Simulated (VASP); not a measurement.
# Co (P6_3/mmc) in VASP: settings compared, part 2 of 2

VASP 6.6.1. Earlier steps stand in the parts before.

### 3 Relaxation of cell and atoms, BLYP+D4, collinear spin, ferromagnetic start

This run uses another cell than the first one, of 10.64 Å³/atom, 0.993 times its volume.

INCAR reads:

```
SYSTEM = Co
PREC = Accurate ; ENCUT = 600
EDIFF = 1E-6 ; ISMEAR = -1
SIGMA = 0.05 ; LREAL = .False.
LASPH = .True. ; NELM = 150
ALGO = Normal ; ISIF = 3
LWAVE = .False. ; LCHARG = .False.
ISPIN = 2 ; MAGMOM = 2 2
LORBIT = 11 ; LMAXMIX = 4
GGA = B5 ; ALDAX = 1.0
AGGAX = 1.0 ; AGGAC = 1.0
ALDAC = 0.0 ; IVDW = 13
VDW_S6 = 1.0 ; VDW_S8 = 2.34076671
VDW_A1 = 0.44488865 ; VDW_A2 = 4.0933009
IBRION = 2 ; NSW = 60
EDIFFG = -0.01
```

KPOINTS reads:

```
Automatic mesh
0
Gamma
  12 12 7
  0 0 0
```

POSCAR reads:

```
Co
1.0
    2.4719999032      0.0000000000      0.0000000000
   -1.2359999516      2.1408147143      0.0000000000
    0.0000000000      0.0000000000      4.0211440800
Co
2
Direct
    0.6666666667      0.3333333333      0.7500000000
    0.3333333333      0.6666666667      0.2500000000
```

Potentials or basis: VASP PAW PBE potentials, release 64 (Co).

The run is started by

```
$ cat potpaw_PBE.64/Co/POTCAR > POTCAR
$ mpirun -np 1 vasp_std > vasp.out
```

Wall time 2.6 min (1 thread of Intel Xeon Platinum 8488C (Sapphire Rapids), shared host); peak memory 0.18 GiB.

The run converged. Its results:

```yaml
Free_energy: -13.7628 eV
Relaxed_volume: 10.69 Å³/atom
Relaxed_cell: a = 2.483 Å, b = 2.483 Å, c = 4.001 Å, α = 90.00°, β = 90.00°, γ = 120.00°
Space_group_after_relaxing_to_0.05_Å: P6_3/mmc (No. 194)
Energy_gained_by_relaxing: 0.7 meV/atom
Ionic_steps: 5
Pressure_after_relaxing: 0.0 GPa
Net_moment: 3.12 μB per cell
Site_moments: Co +1.57 μB
Valence_electrons_inside_the_program's_atomic_spheres: Co 8.33
Dispersion_energy_per_atom: -0.841 eV
```

Step by step:
```
step  energy change (eV)  largest force (eV/Å)  pressure (GPa)  volume (Å³)
   1              0.0000                0.0000            0.85        21.28
   2             -0.0012                0.0000           -0.84        21.46
   3             -0.0013                0.0000           -0.53        21.42
   4             -0.0014                0.0000            0.24        21.34
   5             -0.0014                0.0000           -0.02        21.37
```

Final structure:
```
Co
1.0
     2.48350    0.00000    0.00000
    -1.24175    2.15077    0.00000
     0.00000    0.00000    4.00080
Co
2
Direct
  0.66667 0.33333 0.75000
  0.33333 0.66667 0.25000
```

Levels at points of the mesh, in eV from the Fermi level:
Spin up:
```
           k point  band 9  band 10  band 11  band 12  band 13  band 14
(0.00, 0.00, 0.00)   -1.89    -0.74    -0.74     0.20     6.64    22.42
(0.50, 0.00, 0.00)   -0.50    -0.46     1.49     3.50    10.00    10.58
```
Spin down:
```tsv
k point	band 4	band 5	band 6	band 7	band 8	band 9	band 10	band 11
(0.00, 0.00, 0.00)	-1.01	-1.01	-0.64	-0.64	-0.24	-0.24	0.20	1.03
(0.50, 0.00, 0.00)	-1.72	-1.19	-1.04	-0.63	1.16	1.31	1.33	2.65
```

Caveat: the PAW data sets were made with another functional, which shifts forces and pressure a little; pairwise dispersion overbinds metals, which lowers pressure and volume.

### 4 Single point, revPBE+D3(BJ), collinear spin, ferromagnetic start

This run uses another cell than the first one, of 10.47 Å³/atom, 0.977 times its volume.

INCAR reads:

```
SYSTEM = Co
PREC = Accurate
ENCUT = 520
EDIFF = 1E-6
ISMEAR = -1
SIGMA = 0.05
LREAL = .False.
LASPH = .True.
NELM = 150
ALGO = Normal
ISIF = 2
LWAVE = .False.
LCHARG = .False.
ISPIN = 2
MAGMOM = 2 2
LORBIT = 11
LMAXMIX = 4
GGA = RE
IVDW = 12
NBANDS = 20
```

KPOINTS is that of step 3.

POSCAR reads:

```
Co
1.0
    2.4651171487      0.0000000000      0.0000000000
   -1.2325585743      2.1348540740      0.0000000000
    0.0000000000      0.0000000000      3.9771495461
Co
2
Direct
    0.6666666667      0.3333333333      0.7500000000
    0.3333333333      0.6666666667      0.2500000000
```

Potentials or basis: VASP PAW PBE potentials, release 64 (Co).

The run is started by

```
$ cat potpaw_PBE.64/Co/POTCAR > POTCAR
$ mpirun -np 1 vasp_std > vasp.out
```

OUTCAR:

```text
SYSTEM = Co
   PREC = Accurate
   ENCUT = 520
   EDIFF = 1E-6
   ISMEAR = -1
   LREAL = .False.
   LASPH = .True.
   NELM = 150
   ISIF = 2
   ISPIN = 2
   LORBIT = 11
   GGA = RE
   IVDW = 12
 IVDW          = 12

 ion  position               nearest neighbor table
   1  0.667  0.333  0.750-   2 2.45   2 2.45   2 2.45   2 2.45   2 2.45   2 2.45
   2  0.333  0.667  0.250-   1 2.45   1 2.45   1 2.45   1 2.45   1 2.45   1 2.45

  LATTYP: Found a hexagonal cell.
 ALAT       =     2.4651171487
 C/A-ratio  =     1.6133714165

  Lattice vectors:

 A1 = (   2.4651171487,   0.0000000000,   0.0000000000)
 A2 = (  -1.2325585743,   2.1348540740,   0.0000000000)
 A3 = (   0.0000000000,   0.0000000000,   3.9771495461)

Analysis of symmetry for initial positions (statically):
=====================================================================
 Subroutine PRICEL returns:
 Original cell was already a primitive cell.

 Routine SETGRP: Setting up the symmetry group for a
 hexagonal supercell.

 Subroutine GETGRP returns: Found 24 space group operations
 (whereof 12 operations were pure point group operations)
[... 1296 lines left out ...]

 [... further k-points ...]

------------------------ aborting loop because EDIFF is reached ----------------------------------------

 Edisp (eV)   -1.66273

 E8    (eV) :    -1.1688

  FORCE on cell =-STRESS in cart. coord.  units (eV):
  Direction    XX          YY          ZZ          XY          YZ          ZX
  --------------------------------------------------------------------------------------
  -------------------------------------------------------------------------------------
  Total      -0.12617    -0.12617    -0.14268    -0.00000    -0.00000     0.00000
  in kB      -9.65812    -9.65812   -10.92198    -0.00000    -0.00000     0.00000
  external pressure =      -10.08 kB  Pullay stress =        0.00 kB

 VOLUME and BASIS-vectors are now :
 -----------------------------------------------------------------------------
  energy-cutoff  :      520.00
  volume of cell :       20.93
      direct lattice vectors                 reciprocal lattice vectors
     2.465117149  0.000000000  0.000000000     0.405660234  0.234208045  0.000000000
    -1.232558574  2.134854074  0.000000000     0.000000000  0.468416091  0.000000000
     0.000000000  0.000000000  3.977149546     0.000000000  0.000000000  0.251436359

 POSITION                                       TOTAL-FORCE (eV/Angst)
 -----------------------------------------------------------------------------------
      1.23256      0.71162      2.98286        -0.000000      0.000000      0.000000
     -0.00000      1.42324      0.99429         0.000000     -0.000000      0.000000
 -----------------------------------------------------------------------------------
    total drift:                                0.000000     -0.000000     -0.000000

  FREE ENERGIE OF THE ION-ELECTRON SYSTEM (eV)
  ---------------------------------------------------
  free  energy   TOTEN  =       -14.8718180812 eV

  energy  without entropy=      -14.8565484056  energy(sigma->0) =      -14.86418324

 total charge

# of ion       s       p       d       tot
------------------------------------------
    1        0.506   0.555   7.286   8.347
    2        0.506   0.555   7.286   8.347
--------------------------------------------------
tot          1.012   1.110  14.573  16.695

 magnetization (x)

# of ion       s       p       d       tot
------------------------------------------
    1       -0.016  -0.057   1.679   1.606
    2       -0.016  -0.057   1.679   1.606
--------------------------------------------------
tot         -0.032  -0.115   3.358   3.212
```

It took 1.8 min on 1 thread of AMD EPYC 7R13, shared host; peak memory 0.15 GiB.

Results:

| Quantity | Value |
| --- | --- |
| Free energy | -14.8718 eV |
| Pressure | -1.0 GPa |
| Net moment | 3.18 μB per cell |
| Site moments | Co +1.61 μB |
| Valence electrons inside the program's atomic spheres | Co 8.35 |
| Dispersion energy per atom | -0.831 eV |

Stress tensor (GPa, compression positive):
```
-0.97  0.00  0.00
 0.00 -0.97  0.00
 0.00  0.00 -1.09
```

Caveat: the PAW data sets were made with another functional, which shifts forces and pressure a little; pairwise dispersion overbinds metals, which lowers pressure and volume.

### 5 Summary

| task | level | cell | cutoff (eV) | gap on the mesh (eV) | pressure (GPa) | moment (μB) |
| --- | --- | --- | --- | --- | --- | --- |
| single point | BLYP+D4 | a = 2.486, b = 2.486, c = 4.004 Å, angles 90.0, 90.0, 120.0°, 2 atoms | 520 | none | -0.5 | 3.13 |
| relaxation of cell and atoms | BLYP+D4 | relaxed from a = 2.472, b = 2.472, c = 4.021 Å, angles 90.0, 90.0, 120.0°, 2 atoms | 600 | none | 0.0 | 3.12 |
| single point | revPBE+D3(BJ) | a = 2.465, b = 2.465, c = 3.977 Å, angles 90.0, 90.0, 120.0°, 2 atoms | 520 | none | -1.0 | 3.18 |

Alike in all rows: potentials or basis VASP PAW PBE potentials, release 64 (Co); spin collinear, ferromagnetic start; k mesh 12 × 12 × 7; smearing fermi-dirac 0.05 eV.

Caveats: the PAW data sets were made with another functional, which shifts forces and pressure a little; pairwise dispersion overbinds metals, which lowers pressure and volume.

Absolute energies hang on the potentials; compare differences alone.
